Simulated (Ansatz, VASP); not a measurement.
Si16C15: VASP beside Ansatz

```
CELL_PARAMETERS angstrom
3.09412 -5.35917 0.00000
-6.18824 0.00000 0.00000
0.00000 0.00000 -10.12934
ATOMIC_POSITIONS crystal
Si 0.33390 0.16776 0.06587
Si 0.83385 0.16785 0.06094
Si 0.33352 0.66755 0.06088
Si 0.83385 0.66757 0.06093
Si 0.16698 0.33420 0.56248
Si 0.66687 0.33422 0.56245
Si 0.16699 0.83436 0.56249
Si 0.66690 0.83422 0.56298
Si 0.50558 0.99539 0.31338
Si 0.98916 0.99534 0.31355
Si 0.50559 0.51171 0.31334
Si 0.00019 0.50086 0.31255
Si 0.00035 0.50096 0.81146
Si 0.50002 0.50030 0.81270
Si 0.00117 0.00139 0.81275
Si 0.50002 0.00132 0.81272
C 0.83537 0.17121 0.24838
C 0.32981 0.66566 0.24834
C 0.83537 0.66570 0.24838
C 0.16717 0.33421 0.75010
C 0.66678 0.33418 0.75007
C 0.16716 0.83455 0.75011
C 0.66708 0.83435 0.75108
C 0.00016 0.00087 0.50016
C 0.50025 0.00093 0.50005
C 0.00028 0.50093 0.49949
C 0.50022 0.50084 0.50002
C 0.50053 0.50120 0.00024
C 0.00038 0.50096 0.99843
C 0.50053 0.00090 0.00026
C 0.00034 0.00096 0.00033
```

Change from the starting cell: C vacancy (site b), charge +0, atoms relaxed at the host's cell.

Alike in both runs: functional PBE; k mesh 4 × 4 × 2; occupations gaussian, width 0.01 eV; no spin polarisation.

Ansatz relaxed the structure, and its values are those at the end. VASP's run is a single point on that final structure, the one shown.

|  | VASP | Ansatz |
| --- | --- | --- |
| version | VASP 6.6.1 | Ansatz 0.2.0 |
| potentials or method | VASP PAW PBE potentials, release 64 (Si, C), cutoff 520 eV | scalar-relativistic, plane waves, PAW |
| valence electrons in the cell | 124 | 124 |

VASP gave:

* gap on the k mesh at the Fermi level (eV): 0.21
* least direct gap on the mesh (eV): 0.52
* rms of the force components (eV/Å): 0.004

Question: Which values does Ansatz return?

Answer: gap on the k mesh at the Fermi level (eV): 0.21; least direct gap on the mesh (eV): 0.52; rms of the force components (eV/Å): 0.003.
